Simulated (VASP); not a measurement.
Wanted: the native input for a VASP 6.6.1 run.

| Property | Result |
| --- | --- |
| Task | relaxation of cell and atoms |
| Functional | PBE |
| Potentials or basis | VASP PAW PBE potentials, release 64 (Ti_sv, O) |
| Cutoff | 600 eV |
| k mesh | 6 × 6 × 6 |
| Occupations | gaussian, width 0.01 eV |
| Spin | no spin polarisation |
| Dipole correction | no |
| Further INCAR settings | ALGO = Normal; EDIFF = 1e-07; IBRION = 2; EDIFFG = -0.01; NSW = 80; ISIF = 3 |

The structure of TiO2 lies in POSCAR:

```
TiO2
1.0
   -1.8921000000      1.8921000000      4.7573000000
    1.8921000000     -1.8921000000      4.7573000000
    1.8921000000      1.8921000000     -4.7573000000
Ti O
2 4
Direct
    0.0000000000      0.0000000000      0.0000000000
    0.7500000000      0.2500000000      0.5000000000
    0.2081000000      0.2081000000      0.0000000000
    0.9581000000      0.4581000000      0.5000000000
    0.5419000000      0.0419000000      0.5000000000
    0.7919000000      0.7919000000      0.0000000000
```

One way to write it, as run:

INCAR

```
SYSTEM = TiO2
PREC     = Accurate       ! precision mode
ENCUT    = 600            ! plane-wave cutoff, eV
EDIFF    = 1E-7           ! SCF threshold, eV
ISMEAR   = 0              ! smearing method
SIGMA    = 0.01           ! smearing width, eV
LREAL    = .False.        ! projectors in reciprocal space
LASPH    = .True.         ! aspherical terms in the spheres
NELM     = 100            ! most SCF steps
ALGO     = Normal         ! electronic algorithm
ISIF     = 3              ! what is computed and relaxed
LWAVE    = .False.        ! write WAVECAR
LCHARG   = .False.        ! write CHGCAR
GGA      = PE             ! functional
IBRION   = 2              ! ionic algorithm
NSW      = 80             ! ionic steps
EDIFFG   = -0.01          ! ionic threshold
```

KPOINTS

```
regular mesh
0
Gamma
  6 6 6
  0 0 0
```

Potentials or basis: VASP PAW PBE potentials, release 64 (Ti_sv, O).

Run with:

```sh
$ cat potpaw_PBE.64/Ti_sv/POTCAR potpaw_PBE.64/O/POTCAR > POTCAR
$ mpirun -np 1 vasp_std > vasp.out
```

It gave:

The relaxed volume is 11.69 Å³/atom. The relaxed cell is a = 5.549 Å, b = 5.549 Å, c = 5.549 Å, α = 139.93°, β = 139.93°, γ = 57.96°. The space group after relaxing (to 0.1 Å) is I4_1/amd (No. 141), the energy gained by relaxing is 5.7 meV/atom and the ionic steps are 11. The pressure after relaxing is 0.0 GPa and the band gap on the k mesh is 2.15 eV (least direct gap 2.41 eV).

Wall time 12 min on 1 thread of Intel(R) Xeon(R) Platinum 8559C (Emerald Rapids), on a shared host, peak memory 0.37 GiB.
